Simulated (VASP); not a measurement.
# BiMo in VASP: notebook

The runs below take BiMo through single point, with PBEsol.

Everything below comes from runs of VASP 6.6.1. Logs are shortened: lines on timing, memory, paths and dates and some standing lists are left out, and cuts for length are marked.

### Step 1. The cell of the first run

The structure is monoclinic, space group Pm (No. 6). The conventional cell has a = 4.524 Å, b = 5.103 Å, c = 4.524 Å, α = 90.00°, β = 120.00°, γ = 90.00°. Mo (site symmetry 1) has 2 Mo at 2.55 Å and 6 Bi at 2.85 to 2.97 Å within 3.4 Å. Bi (site symmetry m) has 6 Mo at 2.85 to 2.97 Å and 6 Bi at 3.60 to 3.70 Å within 3.8 Å. Bi (site symmetry m) has 6 Mo at 2.91 Å and 6 Bi at 3.60 to 3.70 Å within 3.8 Å.

### Step 2. Single point, PBEsol (atom 3 (Bi) moved 0.08 Å along x)

INCAR

```
SYSTEM = BiMo
PREC = Accurate
ENCUT = 520
EDIFF = 1E-6
ISMEAR = 0
SIGMA = 0.05
LREAL = .FALSE.
LASPH = .TRUE.
NELM = 80
ALGO = Fast
ISIF = 2
LWAVE = .FALSE.
LCHARG = .FALSE.
GGA = PS
NBANDS = 37
```

KPOINTS

```
Automatic mesh
0
G
  8 8 6
  0 0 0
```

POSCAR

```
BiMo
1.0
    4.5244324844      0.0000000000      0.0000000000
   -2.2622162422      3.9182734692      0.0000000000
    0.0000000000      0.0000000000      5.1028384350
Mo Bi
2 2
Direct
    0.0000000000      0.0000000000      0.0000000000
    0.0000000000      0.0000000000      0.5000000000
    0.3510151090      0.6666666667      0.2500000000
    0.6666666667      0.3333333333      0.7500000000
```

Potentials or basis: VASP PAW PBE potentials, release 64 (Mo_sv, Bi_d).

Launch:

```sh
> cat potpaw_PBE.64/Mo_sv/POTCAR potpaw_PBE.64/Bi_d/POTCAR > POTCAR
> mpirun -np 1 vasp_std > vasp.out
```

OUTCAR:

```text
SYSTEM = BiMo
   PREC = Accurate
   ENCUT = 520
   EDIFF = 1E-6
   ISMEAR = 0
   LREAL = .FALSE.
   LASPH = .TRUE.
   NELM = 80
   ISIF = 2
   GGA = PS

 ion  position               nearest neighbor table
   1  0.000  0.000  0.000-   2 2.55   2 2.55   3 2.85   4 2.91   4 2.91   4 2.91   3 2.91   3 2.97

   2  0.000  0.000  0.500-   1 2.55   1 2.55   3 2.85   4 2.91   4 2.91   4 2.91   3 2.91   3 2.97

   3  0.351  0.667  0.250-   1 2.85   2 2.85   1 2.91   2 2.91   1 2.97   2 2.97   4 3.60   4 3.60
                             4 3.65   4 3.65   4 3.70   4 3.70
   4  0.667  0.333  0.750-   1 2.91   2 2.91   1 2.91   2 2.91   1 2.91   2 2.91   3 3.60   3 3.60
                             3 3.65   3 3.65   3 3.70   3 3.70

  LATTYP: Found a hexagonal cell.
 ALAT       =     4.5244324844
 C/A-ratio  =     1.1278405530

  Lattice vectors:

 A1 = (   4.5244324844,   0.0000000000,   0.0000000000)
 A2 = (  -2.2622162422,   3.9182734692,   0.0000000000)
 A3 = (   0.0000000000,   0.0000000000,   5.1028384350)

Analysis of symmetry for initial positions (statically):
=====================================================================
 Subroutine PRICEL returns:
 Original cell was already a primitive cell.

 Routine SETGRP: Setting up the symmetry group for a
 hexagonal supercell.

 Subroutine GETGRP returns: Found  2 space group operations
 (whereof  1 operations were pure point group operations)
 out of a pool of 24 trial point group operations.

The static configuration has the point symmetry C_1 .
 The point group associated with its full space group is C_1h.

Analysis of symmetry for dynamics (positions and initial velocities):
=====================================================================
 Subroutine PRICEL returns:
 Original cell was already a primitive cell.

 Routine SETGRP: Setting up the symmetry group for a
 hexagonal supercell.

 Subroutine GETGRP returns: Found  2 space group operations
 (whereof  1 operations were pure point group operations)
 out of a pool of 24 trial point group operations.

The dynamic configuration has the point symmetry C_1 .
 The point group associated with its full space group is C_1h.

 Subroutine INISYM returns: Found  2 space group operations
 (whereof  1 operations are pure point group operations),
 and found     1 'primitive' translations

----------------------------------------------------------------------------------------

                                     Primitive cell

  volume of cell :      90.4629

  direct lattice vectors                    reciprocal lattice vectors
     4.524432484  0.000000000  0.000000000     0.221022195  0.127607224  0.000000000
    -2.262216242  3.918273469  0.000000000     0.000000000  0.255214448  0.000000000
     0.000000000  0.000000000  5.102838435     0.000000000  0.000000000  0.195969363

  length of vectors
     4.524432484  4.524432484  5.102838435     0.255214448  0.255214448  0.195969363

  position of ions in fractional coordinates (direct lattice)
     0.000000000  0.000000000  0.000000000
     0.000000000  0.000000000  0.500000000
     0.351015109  0.666666667  0.250000000
     0.666666667  0.333333333  0.750000000

  ion indices of the primitive-cell ions
   primitive index   ion index
                 1           1
                 2           2
                 3           3
                 4           4

----------------------------------------------------------------------------------------

 KPOINTS: Automatic mesh

Automatic generation of k-mesh.
 Grid dimensions read from file:
 generate k-points for:    8    8    6

 Generating k-lattice:

  Cartesian coordinates                     Fractional coordinates (reciprocal lattice)
     0.027627774  0.015950903  0.000000000     0.125000000  0.000000000  0.000000000
     0.000000000  0.031901806  0.000000000     0.000000000  0.125000000  0.000000000
     0.000000000  0.000000000  0.032661561     0.000000000  0.000000000  0.166666667

  Length of vectors
     0.031901806  0.031901806  0.032661561

  Shift w.r.t. Gamma in fractional coordinates (k-lattice)
     0.000000000  0.000000000  0.000000000

 Subroutine IBZKPT returns following result:
 ===========================================

 Found    136 irreducible k-points:

 Following reciprocal coordinates:
            Coordinates               Weight
  0.000000  0.000000  0.000000      1.000000
  0.125000 -0.000000  0.000000      2.000000
  0.000000  0.125000  0.000000      2.000000
 -0.125000  0.125000  0.000000      2.000000
  0.250000 -0.000000  0.000000      2.000000
  0.000000  0.250000  0.000000      2.000000
[... 16 lines left out ...]
  0.375000  0.125000  0.000000      2.000000
 -0.125000  0.500000  0.000000      2.000000
 [... further k-points ...]
   k-points           NKPTS =    136   k-points in BZ     NKDIM =    136   number of bands    NBANDS=     37
   number of dos      NEDOS =    301   number of ions     NIONS =      4
   total plane-waves  NPLWV =  51840
   dimension x,y,z NGX =    36 NGY =   36 NGZ =   40
   dimension x,y,z NGXF=    72 NGYF=   72 NGZF=   80
   ions per type =               2   2
   NGX,Y,Z   is equivalent  to a cutoff of  13.23, 13.23, 13.03 a.u.
   NGXF,Y,Z  is equivalent  to a cutoff of  26.46, 26.46, 26.06 a.u.
 SYSTEM =  BiMo
   PREC   = accura    normal or accurate (medium, high low for compatibility)
   ISTART =      0    job   : 0-new  1-cont  2-samecut
   ICHARG =      2    charge: 1-file 2-atom 10-const
   ISPIN  =      1    spin polarized calculation?
   LNONCOLLINEAR =      F non collinear calculations
   LSORBIT =      F    spin-orbit coupling
   LASPH  =      T    aspherical Exc in radial PAW
   ENCUT  =  520.0 eV  38.22 Ry    6.18 a.u.   8.41  8.41  9.49*2*pi/ulx,y,z
   NELM   =     80;   NELMIN=  2; NELMDL= -5     # of ELM steps
   EDIFF  = 0.1E-05   stopping-criterion for ELM
   LREAL  =      F    real-space projection
   EDIFFG = 0.1E-04   stopping-criterion for IOM
   NSW    =      0    number of steps for IOM
   IBRION =     -1    ionic relax: 0-MD 1-quasi-New 2-CG
   NFREE  =      0    steps in history (QN), initial steepest desc. (CG)
   ISIF   =      2    stress and relaxation
   ISYM   =      2    0-nonsym 1-usesym 2-fastsym
   POTIM  = 0.5000    time-step for ionic-motion
   TEBEG  =    0.0;   TEEND  =   0.0 temperature during run
   PSTRESS=    0.0 pullay stress
   NELECT =      58.0000    total number of electrons
   NUPDOWN=      -1.0000    fix difference up-down
   EMIN   =  10.00;   EMAX   =-10.00  energy-range for DOS
   EFERMI =   0.00;   METHOD = LEGACY
   ISMEAR =     0;   SIGMA  =   0.05  broadening in eV -4-tet -1-fermi 0-gaus
   EFERMI_NEDOS =   21; number of points for ismear=-14 and -15
   IALGO  =     68    algorithm
   IMIX   =      4    mixing-type and parameters
     AMIX     =   0.40;   BMIX     =  1.00
     AMIX_MAG =   1.60;   BMIX_MAG =  1.00
  volume/ion in A,a.u.               =      22.62       152.62
  Fermi-wavevector in a.u.,A,eV,Ry     =   1.411651  2.667633 27.113117  1.992758
  Thomas-Fermi vector in A             =   2.533480
   LORBIT       =      0    0 simple, 1 ext, 2 COOP (PROOUT), +10 PAW based schemes
   GGA     = PS    functional components
   LHFCALC =     F    Hartree Fock is set to
   AEXX    =    0.0000 exact exchange contribution
   IVDW    =     0    specifies the selected vdW correction
   LEPSILON=     F    determine dielectric tensor
   LRPA    =     F    only Hartree local field effects (RPA)
 non-spin polarized calculation
 RMM-DIIS sequential band-by-band and
 Gauss-broadening in eV      SIGMA  =   0.05
  energy-cutoff  :      520.00
  volume of cell :       90.46
 maximum number of plane-waves:      2473
 NGX is ok and might be reduce to    36
   NGX = 17   NGY = 17   NGZ = 19

 number of electron      58.0000001 magnetization

 Free energy of the ion-electron system (eV)
  ---------------------------------------------------
  ext. energy  EPLUGINS =         0.00000000
  ---------------------------------------------------
  free energy    TOTEN  =       -29.64194340 eV

  energy without entropy =      -29.64024467  energy(sigma->0) =      -29.64109403

 E-fermi :   9.2153     XC(G=0): -11.6004

 val. band max:        9.2116160405   @ k =  -0.2500  -0.3750   0.0000
 cond. band min:       9.2287512002   @ k =  -0.3750   0.2500   0.0000
 fundamental gap:      0.0171351597
 Fermi energy:         9.2153000955

 k-point     1 :       0.0000    0.0000    0.0000
  band No.  band energies     occupation
      1     -51.3181      2.00000
      2     -51.0803      2.00000
      3     -26.2294      2.00000
      4     -25.4756      2.00000
      5     -25.4624      2.00000
      6     -25.2597      2.00000
[... 29 lines left out ...]
     36      14.4300      0.00000
     37      15.2671      0.00000

 k-point     2 :       0.1250   -0.0000    0.0000
  band No.  band energies     occupation
      1     -51.3180      2.00000
      2     -51.0803      2.00000
      3     -26.2290      2.00000
      4     -25.4768      2.00000
      5     -25.4625      2.00000
      6     -25.2602      2.00000
[... 29 lines left out ...]
     36      14.0462      0.00000
     37      14.5943      0.00000

 k-point     3 :       0.0000    0.1250    0.0000
  band No.  band energies     occupation
      1     -51.3180      2.00000
      2     -51.0803      2.00000
      3     -26.2290      2.00000
      4     -25.4764      2.00000
      5     -25.4629      2.00000
      6     -25.2601      2.00000
[... 29 lines left out ...]
     36      14.1835      0.00000
     37      14.3864      0.00000

 k-point     4 :      -0.1250    0.1250    0.0000
  band No.  band energies     occupation
      1     -51.3180      2.00000
      2     -51.0803      2.00000
      3     -26.2290      2.00000
      4     -25.4757      2.00000
      5     -25.4635      2.00000
      6     -25.2601      2.00000
[... 29 lines left out ...]
     36      14.2635      0.00000
     37      14.4341      0.00000
[... 683 lines left out ...]
      1     -51.3178      2.00000
      2     -51.0803      2.00000
      3     -26.2276      2.00000
      4     -25.4804      2.00000
      5     -25.4640      2.00000
      6     -25.2620      2.00000
[... 29 lines left out ...]
     36      13.3502      0.00000
     37      15.2149      0.00000

 k-point    23 :       0.3750    0.1250    0.0000
  band No.  band energies     occupation
      1     -51.3177      2.00000
      2     -51.0803      2.00000
      3     -26.2269      2.00000
      4     -25.4833      2.00000
      5     -25.4632      2.00000
      6     -25.2628      2.00000
[... 29 lines left out ...]
     36      13.4018      0.00000
     37      15.3347      0.00000

 k-point    24 :      -0.1250    0.5000    0.0000
  band No.  band energies     occupation
      1     -51.3177      2.00000
      2     -51.0802      2.00000
      3     -26.2271      2.00000
      4     -25.4808      2.00000
      5     -25.4656      2.00000
      6     -25.2624      2.00000
[... 29 lines left out ...]
     36      13.3629      0.00000
     37      15.4094      0.00000

 [... further k-points ...]

------------------------ aborting loop because EDIFF is reached ----------------------------------------

  FORCE on cell =-STRESS in cart. coord.  units (eV):
  Direction    XX          YY          ZZ          XY          YZ          ZX
  --------------------------------------------------------------------------------------
  -------------------------------------------------------------------------------------
  Total        0.2589092      0.1236148      0.1329702      0.7313037      0.0000000      0.0000000
  in kB        4.5855077      2.1893261      2.3550188     12.9520248      0.0000000      0.0000000
  external PRESSURE =       3.0432842 kB  Pullay stress =       0.0000000 kB

 VOLUME and BASIS-vectors are now :
 -----------------------------------------------------------------------------
  energy-cutoff  :      520.00
  volume of cell :       90.46
      direct lattice vectors                 reciprocal lattice vectors
     4.524432484  0.000000000  0.000000000     0.221022195  0.127607224  0.000000000
    -2.262216242  3.918273469  0.000000000     0.000000000  0.255214448  0.000000000
     0.000000000  0.000000000  5.102838435     0.000000000  0.000000000  0.195969363

 POSITION                                       TOTAL-FORCE (eV/Angst)
 -----------------------------------------------------------------------------------
      0.00000      0.00000      0.00000         0.305345      0.030439     -0.023034
      0.00000      0.00000      2.55142         0.305345      0.030439      0.023034
      0.08000      2.61218      1.27571        -0.672885     -0.053268      0.000000
      2.26222      1.30609      3.82713         0.062194     -0.007610      0.000000
 -----------------------------------------------------------------------------------
    total drift:                               -0.000010      0.000007      0.000000

  FREE ENERGIE OF THE ION-ELECTRON SYSTEM (eV)
  ---------------------------------------------------
  free  energy   TOTEN  =       -29.6419433952 eV

  energy  without entropy=      -29.6402446667  energy(sigma->0) =      -29.64109403
```

Wall time 6 min (1 thread of Intel Xeon Platinum 8488C (Sapphire Rapids), shared host); peak memory 0.49 GiB.

Results:

| Quantity | Value |
| --- | --- |
| Free energy | -29.6419 eV |
| Pressure | 0.3 GPa |
| Largest force | 0.675 eV/Å |
| Band gap on the k mesh | zero (bands 29 and 30 overlap by 1.49 eV) |

Forces in eV/Å, atoms in the order of the input:
```
Mo   0.305  0.030 -0.023
Mo   0.305  0.030  0.023
Bi  -0.673 -0.053  0.000
Bi   0.062 -0.008  0.000
```

Stress tensor (GPa, compression positive):
```
0.46 1.30 0.00
1.30 0.22 0.00
0.00 0.00 0.24
```

Caveat: the cell differs from its parent crystal (atom 3 (Bi) moved 0.08 Å along x); the PAW data sets were made with another functional, which shifts forces and pressure a little; spin-orbit coupling is left out, which moves the levels of the heavy elements.

### Step 3. Single point, PBEsol (21.71 Å³/atom)

This run uses another cell than the first one, of 21.71 Å³/atom.

INCAR

```
PREC     = Accurate       # precision mode
ENCUT    = 520            # plane-wave cutoff, eV
EDIFF    = 1E-6           # SCF threshold, eV
ISMEAR   = 0              # smearing method
SIGMA    = 0.05           # smearing width, eV
LREAL    = F              # projectors in reciprocal space
LASPH    = T              # aspherical terms in the spheres
NELM     = 80             # most SCF steps
ALGO     = Fast           # electronic algorithm
ISIF     = 2              # what is computed and relaxed
LWAVE    = F              # write WAVECAR
LCHARG   = F              # write CHGCAR
GGA      = PS             # functional
NBANDS   = 37             # bands
```

KPOINTS

```
Automatic mesh
0
Gamma
  8 8 6
```

POSCAR

```
BiMo
1.0
    4.4444140920      0.0000000000      0.0000000000
   -2.2222070460      3.8489755086      0.0000000000
    0.0000000000      0.0000000000      5.0767086817
Mo Bi
2 2
Direct
    0.0000000000      0.0000000000      0.0000000000
    0.0000000000      0.0000000000      0.5000000000
    0.3333333333      0.6666666667      0.2500000000
    0.6666666667      0.3333333333      0.7500000000
```

Potentials or basis: VASP PAW PBE potentials, release 64 (Mo_sv, Bi_d).

Launch:

```sh
> cat potpaw_PBE.64/Mo_sv/POTCAR potpaw_PBE.64/Bi_d/POTCAR > POTCAR
> mpirun -np 1 vasp_std > vasp.out
```

OUTCAR:

```text
PREC = Accurate
   ENCUT = 520
   EDIFF = 1E-6
   ISMEAR = 0
   LREAL = F
   LASPH = T
   NELM = 80
   ISIF = 2
   GGA = PS

 ion  position               nearest neighbor table
   1  0.000  0.000  0.000-   2 2.54   2 2.54   4 2.86   3 2.86   3 2.86   4 2.86   4 2.86   3 2.86

   2  0.000  0.000  0.500-   1 2.54   1 2.54   4 2.86   3 2.86   3 2.86   4 2.86   4 2.86   3 2.86

   3  0.333  0.667  0.250-   1 2.86   2 2.86   1 2.86   2 2.86   1 2.86   2 2.86   4 3.61   4 3.61
[... 1167 lines left out ...]
  FORCE on cell =-STRESS in cart. coord.  units (eV):
  Direction    XX          YY          ZZ          XY          YZ          ZX
  --------------------------------------------------------------------------------------
  -------------------------------------------------------------------------------------
  Total        3.0045082      3.0045082      3.1075974      0.0000000      0.0000000     -0.0000000
  in kB       55.4296420     55.4296420     57.3315153      0.0000000      0.0000000     -0.0000000
  external PRESSURE =      56.0635998 kB  Pullay stress =       0.0000000 kB

 VOLUME and BASIS-vectors are now :
 -----------------------------------------------------------------------------
  energy-cutoff  :      520.00
  volume of cell :       86.84
      direct lattice vectors                 reciprocal lattice vectors
     4.444414092  0.000000000  0.000000000     0.225001537  0.129904698  0.000000000
    -2.222207046  3.848975509  0.000000000     0.000000000  0.259809395  0.000000000
     0.000000000  0.000000000  5.076708682     0.000000000  0.000000000  0.196978015

 POSITION                                       TOTAL-FORCE (eV/Angst)
 -----------------------------------------------------------------------------------
      0.00000      0.00000      0.00000        -0.000000      0.000000      0.000000
      0.00000      0.00000      2.53835        -0.000000      0.000000      0.000000
     -0.00000      2.56598      1.26918         0.000000      0.000000     -0.000000
      2.22221      1.28299      3.80753        -0.000000     -0.000000     -0.000000
 -----------------------------------------------------------------------------------
    total drift:                               -0.000000      0.000000     -0.000000

  FREE ENERGIE OF THE ION-ELECTRON SYSTEM (eV)
  ---------------------------------------------------
  free  energy   TOTEN  =       -29.6051141908 eV

  energy  without entropy=      -29.6041931203  energy(sigma->0) =      -29.60465366
```

OSZICAR:

```text
N       E                     dE             d eps       ncg     rms          rms(c)
DAV:   1     0.783762577685E+03    0.78376E+03   -0.31045E+04  2984   0.195E+03
DAV:   2     0.419019902450E+02   -0.74186E+03   -0.72498E+03  3012   0.578E+02
DAV:   3    -0.274016195579E+02   -0.69304E+02   -0.66771E+02  3525   0.184E+02
DAV:   4    -0.303766599614E+02   -0.29750E+01   -0.29302E+01  3523   0.379E+01
DAV:   5    -0.304853865919E+02   -0.10873E+00   -0.10867E+00  3922   0.726E+00    0.173E+01
RMM:   6    -0.297582225943E+02    0.72716E+00   -0.17984E+00  3337   0.735E+00    0.613E+00
RMM:   7    -0.296121831986E+02    0.14604E+00   -0.34390E-01  3889   0.416E+00    0.235E+00
RMM:   8    -0.296047802358E+02    0.74030E-02   -0.14776E-01  3885   0.200E+00    0.422E-01
RMM:   9    -0.296044818787E+02    0.29836E-03   -0.26573E-02  4114   0.136E+00    0.102E-01
RMM:  10    -0.296050620127E+02   -0.58013E-03   -0.80775E-03  4808   0.518E-01    0.876E-02
RMM:  11    -0.296051054114E+02   -0.43399E-04   -0.86065E-04  4274   0.169E-01    0.224E-02
RMM:  12    -0.296051175460E+02   -0.12135E-04   -0.17304E-04  4503   0.730E-02    0.128E-02
RMM:  13    -0.296051140631E+02    0.34829E-05   -0.38979E-05  4068   0.415E-02    0.393E-03
RMM:  14    -0.296051141212E+02   -0.58107E-07   -0.11809E-05  3713   0.197E-02    0.143E-03
RMM:  15    -0.296051141908E+02   -0.69605E-07   -0.19460E-06  2263   0.101E-02
   1 F= -.29605114E+02 E0= -.29604654E+02  d E =-.921070E-03
```

Wall time 2.3 min (1 thread of Oxide Virtual Turin-like, shared host); peak memory 0.25 GiB.

What came out:

* Free energy: -29.6051 eV
* Pressure: 5.6 GPa
* Band gap on the k mesh: zero (bands 29 and 30 overlap by 1.67 eV)

Stress tensor (GPa, compression positive):
```
5.54 0.00 0.00
0.00 5.54 0.00
0.00 0.00 5.73
```

Caveat: the cell stands under pressure; the PAW data sets were made with another functional, which shifts forces and pressure a little; spin-orbit coupling is left out, which moves the levels of the heavy elements.

The gap in the log of VASP goes by the Fermi energy; the results here count the filled bands.